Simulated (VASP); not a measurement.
TiAl, 2 atoms in the cell. Symmetry: P-6m2, No. 187, hexagonal system. The conventional cell has a = 2.907 Å, b = 2.907 Å, c = 4.552 Å, α = 90.00°, β = 90.00°, γ = 120.00°. Within 3.7 Å of Ti (site symmetry -6m2) lie 6 Al at 2.83 Å and 6 Ti at 2.91 Å. Within 3.7 Å of Al (site symmetry -6m2) lie 6 Ti at 2.83 Å and 6 Al at 2.91 Å.  This cell differs from its parent crystal: ratio of the length along z to the lengths across it x 0.96, volume and fractional coordinates fixed.

```yaml
Program: VASP 6.6.1
Task: single point
Functional: r2SCAN
Potentials_or_basis: VASP PAW PBE potentials, release 64 (Ti_sv, Al)
Cutoff: 520 eV
k_mesh: 24 × 24 × 12
Occupations: gaussian, width 0.15 eV
Spin: no spin polarisation
Dipole_correction: no
Further_INCAR_settings: ALGO = Normal; EDIFF = 1e-07; NBANDS = 14
```

Potentials or basis: VASP PAW PBE potentials, release 64 (Ti_sv, Al).

The run is started by

```bash
$ cat potpaw_PBE.64/Ti_sv/POTCAR potpaw_PBE.64/Al/POTCAR > POTCAR
$ cp INCAR.step1 INCAR
$ mpirun -np 1 vasp_std > vasp.out
$ cp INCAR.step2 INCAR
$ mpirun -np 1 vasp_std > vasp.out
```

Hardware: 1 thread of AMD EPYC 7R13 Processor (Zen 3), with other jobs on the host.

Question: How long does it take, and how much memory?

Answer: It took 13 min on 1 thread of AMD EPYC 7R13 Processor (Zen 3), on a shared host, peak memory 0.3 GiB. Counts: k points 427.
